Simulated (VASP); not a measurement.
Wanted: the native input for a VASP 6.6.1 run.

* Task: single point
* Functional: r2SCAN
* Potentials or basis: VASP PAW PBE potentials, release 64 (K_sv, Cl)
* Cutoff: 520 eV
* k mesh: 8 × 8 × 8
* Occupations: gaussian, width 0.01 eV
* Spin: no spin polarisation
* Dipole correction: no
* Further INCAR settings: ALGO = Normal; EDIFF = 1e-07; NBANDS = 15

Crystal: KCl.

```
K Cl
1.0
     3.77117    0.00000    0.00000
     0.00000    3.77117    0.00000
     0.00000    0.00000    3.59241
K Cl
1 1
Cartesian
  0.0000 0.0000 0.0000
  1.8856 1.8856 1.7962
```

This cell differs from its parent crystal: uniaxial z strain -4.7%.

One way to write it, as run:

POSCAR

```
KCl
1.0
    3.7711682906      0.0000000000      0.0000000000
    0.0000000000      3.7711682906      0.0000000000
    0.0000000000      0.0000000000      3.5924149136
K Cl
1 1
Direct
    0.0000000000      0.0000000000      0.0000000000
    0.5000000000      0.5000000000      0.5000000000
```

INCAR.step1

```
  ALGO = Normal
  EDIFF = 1E-4
  ENCUT = 520
  GGA = PE
  ISMEAR = 0
  LASPH = True
  LCHARG = False
  LREAL = False
  LWAVE = True
  NBANDS = 15
  NELM = 60
  PREC = Accurate
  SIGMA = 0.01
```

INCAR.step2

```
  ALGO = Normal
  EDIFF = 1E-7
  ENCUT = 520
  ISIF = 2
  ISMEAR = 0
  ISTART = 1
  LASPH = True
  LCHARG = True
  LELF = True
  LMIXTAU = True
  LREAL = False
  LVHAR = True
  LWAVE = False
  METAGGA = R2SCAN
  NBANDS = 15
  NELM = 60
  PREC = Accurate
  SIGMA = 0.01
```

KPOINTS

```
k-points
0
Gamma
  8 8 8
```

Potentials or basis: VASP PAW PBE potentials, release 64 (K_sv, Cl).

Launch:

```console
$ cat potpaw_PBE.64/K_sv/POTCAR potpaw_PBE.64/Cl/POTCAR > POTCAR
$ cp INCAR.step1 INCAR
$ mpirun -np 1 vasp_std > vasp.out
$ cp INCAR.step2 INCAR
$ mpirun -np 1 vasp_std > vasp.out
```

Results of the run:

The pressure is 1.2 GPa and the band gap on the k mesh is 5.83 eV, indirect (least direct gap 6.03 eV).

Caveat: the cell differs from its parent crystal (uniaxial z strain -4.7%); the PAW data sets were made with another functional, which shifts forces and pressure a little.

Run time: 2.6 min on 1 thread of Intel(R) Xeon(R) Platinum 8488C (Sapphire Rapids) (shared host), peak memory 0.2 GiB.
